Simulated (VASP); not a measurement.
# Hf in VASP: further runs, part 2 of 2

VASP 6.6.1.

## Step 6: Single point, PBE (strain -0.040 along x and y, +0.000 along z)

Input file INCAR:

```
SYSTEM = Hf
  PREC = Accurate
  ENCUT = 520
  EDIFF = 1E-6
  ISMEAR = 0
  SIGMA = 0.15
  LREAL = .FALSE.
  LASPH = .TRUE.
  NELM = 80
  ALGO = Normal
  ISIF = 2
  LWAVE = .FALSE.
  LCHARG = .FALSE.
  GGA = PE
  NBANDS = 11
```

Input file KPOINTS:

```
regular mesh
0
G
  18 18 18
  0 0 0
```

Input file POSCAR:

```
Hf
1.0
    0.0000000000      2.1312000000      2.2200000000
    2.1312000000      0.0000000000      2.2200000000
    2.1312000000      2.1312000000      0.0000000000
Hf
1
Direct
    0.0000000000      0.0000000000      0.0000000000
```

Potentials or basis: VASP PAW PBE potentials, release 64 (Hf_pv).

Started as:

```bash
$ cat potpaw_PBE.64/Hf_pv/POTCAR > POTCAR
$ mpirun -np 1 vasp_std > vasp.out
```

OUTCAR:

```text
SYSTEM = Hf
   PREC = Accurate
   ENCUT = 520
   EDIFF = 1E-6
   ISMEAR = 0
   LREAL = .FALSE.
   LASPH = .TRUE.
   NELM = 80
   ISIF = 2
   GGA = PE

 ion  position               nearest neighbor table
   1  0.000  0.000  0.000-

  LATTYP: Found a body centered tetragonal cell.
 ALAT       =     3.0139719441
 C/A-ratio  =     1.4731391275

  Lattice vectors:

 A1 = (  -2.1312000000,   0.0000000000,   2.2200000000)
 A2 = (   2.1312000000,   0.0000000000,   2.2200000000)
 A3 = (   0.0000000000,   2.1312000000,  -2.2200000000)

Analysis of symmetry for initial positions (statically):
=====================================================================
 Subroutine PRICEL returns:
 Original cell was already a primitive cell.

 Routine SETGRP: Setting up the symmetry group for a
 body centered tetragonal supercell.

 Subroutine GETGRP returns: Found 16 space group operations
 (whereof 16 operations were pure point group operations)
 out of a pool of 16 trial point group operations.

The static configuration has the point symmetry D_4h.

Analysis of symmetry for dynamics (positions and initial velocities):
[... 166 lines left out ...]
      1     -24.1486      2.00000
      2     -24.1402      2.00000
      3     -24.1402      2.00000
      4      -2.0660      2.00000
      5       6.5906      0.00000
      6       7.1141      0.00000
      7       7.1141      0.00000
      8       9.6866      0.00000
      9      10.4980      0.00000
     10      17.1771      0.00000
     11      18.9110      0.00000
[... 309 lines left out ...]
 k-point    24 :      -0.2222    0.0556    0.0000
  band No.  band energies     occupation
      1     -24.7277      2.00000
      2     -24.2646      2.00000
      3     -24.1836      2.00000
      4       0.0082      2.00000
      5       5.5195      0.76636
      6       7.0309      0.00000
      7       7.7047      0.00000
      8       9.6337      0.00000
      9      10.4021      0.00000
     10      17.6358      0.00000
     11      18.9134      0.00000

 [... further k-points ...]

------------------------ aborting loop because EDIFF is reached ----------------------------------------

  FORCE on cell =-STRESS in cart. coord.  units (eV):
  Direction    XX          YY          ZZ          XY          YZ          ZX
  --------------------------------------------------------------------------------------
  -------------------------------------------------------------------------------------
  Total        1.7651610      1.7651610      1.4508558      0.0000000      0.0000000      0.0000000
  in kB      140.2372947    140.2372947    115.2665867      0.0000000      0.0000000      0.0000000
  external PRESSURE =     131.9137254 kB  Pullay stress =       0.0000000 kB

 VOLUME and BASIS-vectors are now :
 -----------------------------------------------------------------------------
  energy-cutoff  :      520.00
  volume of cell :       20.17
      direct lattice vectors                 reciprocal lattice vectors
     0.000000000  2.131200000  2.220000000    -0.234609610  0.234609610  0.225225225
     2.131200000  0.000000000  2.220000000     0.234609610 -0.234609610  0.225225225
     2.131200000  2.131200000  0.000000000     0.234609610  0.234609610 -0.225225225

 POSITION                                       TOTAL-FORCE (eV/Angst)
 -----------------------------------------------------------------------------------
      0.00000      0.00000      0.00000         0.000000      0.000000      0.000000
 -----------------------------------------------------------------------------------
    total drift:                               -0.000000      0.000000      0.000000

  FREE ENERGIE OF THE ION-ELECTRON SYSTEM (eV)
  ---------------------------------------------------
  free  energy   TOTEN  =        -9.7694634648 eV

  energy  without entropy=       -9.7547363714  energy(sigma->0) =       -9.76209992
```

OSZICAR:

```text
N       E                     dE             d eps       ncg     rms          rms(c)
DAV:   1     0.134202992903E+02    0.13420E+02   -0.57678E+03 10640   0.852E+02
DAV:   2    -0.962975105554E+01   -0.23050E+02   -0.22281E+02 13015   0.158E+02
DAV:   3    -0.100512487992E+02   -0.42150E+00   -0.41577E+00 13420   0.147E+01
DAV:   4    -0.100526207087E+02   -0.13719E-02   -0.13705E-02 12063   0.991E-01
DAV:   5    -0.100526267774E+02   -0.60687E-05   -0.60684E-05 13206   0.585E-02    0.485E+01
DAV:   6    -0.984433495372E+01    0.20829E+00   -0.17094E-01 12297   0.315E+00    0.289E+01
DAV:   7    -0.977288694515E+01    0.71448E-01   -0.27738E-01 12375   0.386E+00    0.134E+00
DAV:   8    -0.976943227863E+01    0.34547E-02   -0.19172E-02 11980   0.984E-01    0.739E-02
DAV:   9    -0.976946251075E+01   -0.30232E-04   -0.26127E-04 12656   0.135E-01    0.472E-02
DAV:  10    -0.976946314347E+01   -0.63272E-06   -0.13152E-05 12261   0.297E-02    0.414E-02
DAV:  11    -0.976946346478E+01   -0.32130E-06   -0.15150E-06 10715   0.963E-03
   1 F= -.97694635E+01 E0= -.97620999E+01  d E =-.147271E-01
```

stdout:

```text
POSCAR found type information on POSCAR Hf
 POSCAR found :  1 types and       1 ions
 scaLAPACK will be used
 LDA part: xc-table for (Slater+PW92), standard interpolation
 POSCAR, INCAR and KPOINTS ok, starting setup
 FFT: planning ... GRIDC
 FFT: planning ... GRID_SOFT
 FFT: planning ... GRID
 WAVECAR not read
 entering main loop
```

Run time: 36 s. Hardware: 1 thread of Intel Xeon Platinum 8559C (Emerald Rapids), shared host; peak memory 0.22 GiB.

What came out:

```yaml
Free_energy: -9.7695 eV
Pressure: 13.2 GPa
Band_gap_on_the_k_mesh: zero (band 5 reaches 6.72 eV, above the bottom of band 6 at 4.72 eV)
```

Stress tensor (GPa, compression positive):
```
14.02  0.00  0.00
 0.00 14.02  0.00
 0.00  0.00 11.53
```

Caveat: the cell differs from its parent crystal (strain -0.040 along x and y, +0.000 along z); spin-orbit coupling is left out, which moves the levels of the heavy elements.

## Step 7: Single point, PBE (strain +0.000 along x and y, +0.080 along z)

Input file INCAR:

```
SYSTEM = Hf
ALGO = Fast
EDIFF = 1E-7
ENCUT = 520
GGA = PE
ISIF = 2
ISMEAR = 0
LASPH = .True.
LCHARG = .False.
LREAL = .False.
LWAVE = .False.
NBANDS = 11
NELM = 100
PREC = Accurate
SIGMA = 0.15
```

Input file KPOINTS:

```
k-points
0
Gamma
  18 18 18
  0 0 0
```

Input file POSCAR:

```
Hf
1.0
    0.0000000000      2.2200000000      2.3976000000
    2.2200000000      0.0000000000      2.3976000000
    2.2200000000      2.2200000000      0.0000000000
Hf
1
Direct
    0.0000000000      0.0000000000      0.0000000000
```

Started as:

```bash
$ cat potpaw_PBE.64/Hf_pv/POTCAR > POTCAR
$ mpirun -np 1 vasp_std > vasp.out
```

Run time: 52 s. Hardware: 1 thread of Intel Xeon Platinum 8559C (Emerald Rapids), shared host; peak memory 0.24 GiB.

Results (log left out):

```
Free energy            : -9.8277 eV
Pressure               : -4.8 GPa
Band gap on the k mesh : zero (band 5 reaches 5.41 eV, above the bottom of band 6 at 3.74 eV)
```

Stress tensor (GPa, compression positive):
```
-3.43  0.00  0.00
 0.00 -3.43  0.00
 0.00  0.00 -7.53
```

Levels at points of the mesh, in eV from the Fermi level:
| k point | band 1 | band 2 | band 3 | band 4 | band 5 | band 6 | band 7 | band 8 | band 9 | band 10 |
| --- | --- | --- | --- | --- | --- | --- | --- | --- | --- | --- |
| (0.00, 0.00, 0.00) | -30.21 | -30.20 | -30.20 | -7.00 | 0.85 | 1.72 | 1.72 | 3.30 | 4.58 | 11.23 |
| (0.50, 0.00, 0.00) | -30.88 | -30.33 | -30.25 | -3.45 | 0.45 | 0.75 | 1.66 | 5.71 | 6.14 | 8.80 |
| (0.50, 0.50, 0.00) | -30.81 | -30.39 | -30.39 | -3.16 | -1.82 | 1.53 | 6.05 | 6.48 | 6.48 | 9.39 |
| (0.50, 0.00, 0.50) | -30.85 | -30.54 | -30.42 | -2.95 | -1.93 | 2.68 | 5.76 | 6.00 | 6.99 | 8.85 |

Caveat: the cell differs from its parent crystal (strain +0.000 along x and y, +0.080 along z); spin-orbit coupling is left out, which moves the levels of the heavy elements.

## Step 8: Summary

```tsv
cell	gap on the mesh (eV)	pressure (GPa)
a = 2.888 Å, angles 60.0°, 1 atom	none	45.0
a = 3.391 Å, angles 60.0°, 1 atom	none	-14.9
a = 2.952, b = 2.952, c = 2.888 Å, angles 60.7, 60.7, 58.6°, 1 atom	none	35.3
a = 3.017, b = 3.017, c = 2.888 Å, angles 61.4, 61.4, 57.2°, 1 atom	none	27.1
a = 3.077, b = 3.077, c = 3.014 Å, angles 60.7, 60.7, 58.6°, 1 atom	none	13.2
a = 3.268, b = 3.268, c = 3.140 Å, angles 61.3, 61.3, 57.4°, 1 atom	none	-4.8
```

Alike in all rows: task single point; level PBE; potentials or basis VASP PAW PBE potentials, release 64 (Hf_pv); no spin polarisation; k mesh 18 × 18 × 18; cutoff (eV) 520; smearing gaussian 0.15 eV.

Caveats: spin-orbit coupling is left out, which moves the levels of the heavy elements.

Total energies depend on the potentials used, so only differences within one code and one set of settings carry meaning.
